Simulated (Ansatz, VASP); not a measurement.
**Two plane-wave programs on AgI**

Contents of POSCAR:

```
AgI
1.0
    4.6507421231      0.0000000000      0.0000000000
   -2.3253710616      4.0276608251      0.0000000000
    0.0000000000      0.0000000000      7.5997163055
Ag I
2 2
Direct
    0.6666666667      0.3333333333      0.6275238171
    0.3333333333      0.6666666667      0.1275238171
    0.6666666667      0.3333333333      0.0024761829
    0.3333333333      0.6666666667      0.5024761829
```

Contents of INCAR.step1:

```
SYSTEM = AgI
  ALGO = Normal
  EDIFF = 1E-5
  ENCUT = 550
  GGA = PE
  GGA_COMPAT = .False.
  ISMEAR = 0
  LASPH = .True.
  LCHARG = .False.
  LREAL = .False.
  LWAVE = .True.
  NBANDS = 26
  NELM = 120
  PREC = Accurate
  SIGMA = 0.01
```

INCAR.step2

```
SYSTEM = AgI
  ALGO = Normal
  EDIFF = 1E-6
  ENCUT = 550
  GGA_COMPAT = .False.
  ISIF = 2
  ISMEAR = 0
  ISTART = 1
  LASPH = .True.
  LCHARG = .False.
  LMIXTAU = .True.
  LREAL = .False.
  LWAVE = .False.
  METAGGA = R2SCAN
  NBANDS = 26
  NELM = 120
  PREC = Accurate
  SIGMA = 0.01
```

Contents of KPOINTS:

```
k-points
0
Gamma
  6 6 4
  0 0 0
```

Input for Ansatz:

```yaml
crystal:
  lattice:
    - [4.6507421231, 0.0, 0.0]
    - [-2.3253710616, 4.0276608251, 0.0]
    - [0.0, 0.0, 7.5997163055]
  atoms:
    - { symbol: Ag, position: [0.6666666667, 0.3333333333, 0.6275238171] }
    - { symbol: Ag, position: [0.3333333333, 0.6666666667, 0.1275238171] }
    - { symbol: I, position: [0.6666666667, 0.3333333333, 0.0024761829] }
    - { symbol: I, position: [0.3333333333, 0.6666666667, 0.5024761829] }
kpoints:
  mp_grid: { grid: [6, 6, 4] }
  band_path:
    path:
      - [0.0, 0.0, 0.0]
      - [0.5, 0.0, 0.0]
      - [0.3333333333, 0.3333333333, 0.0]
      - [0.0, 0.0, 0.5]
      - [0.5, 0.0, 0.5]
      - [0.3333333333, 0.3333333333, 0.5]
    npoints: 1
hamiltonian:
  xc: r2scan
scf:
  occupations: { method: fixed }
  n_extra_bands: 5
output:
  forces: true
  stress: true
  eigenvalues: true
```

Alike in both runs: task single point; functional r2SCAN; k mesh 6 × 6 × 4; no spin polarisation.

```csv
,VASP,Ansatz
version,VASP 6.6.1,Ansatz 0.2.0
potentials or method,"VASP PAW PBE potentials, release 64 (Ag, I)","plane waves, PAW"
plane-wave cutoff (eV),550,500
occupations,"gaussian, width 0.01 eV",fixed
valence electrons in the cell,36,72
```

|  | VASP | Ansatz | Ansatz less VASP |
| --- | --- | --- | --- |
| gap on the k mesh at the Fermi level (eV) | 1.83 | 1.86 | +0.032 |
| pressure (GPa) | -0.1 | 0.0 | +0.11 |

VASP's potentials were made for PBE, not for r2SCAN. VASP's potentials hold 36 valence electrons a cell and Ansatz's 72, so a difference there can come from the potentials and not from the codes.

Spin-orbit coupling is off throughout.
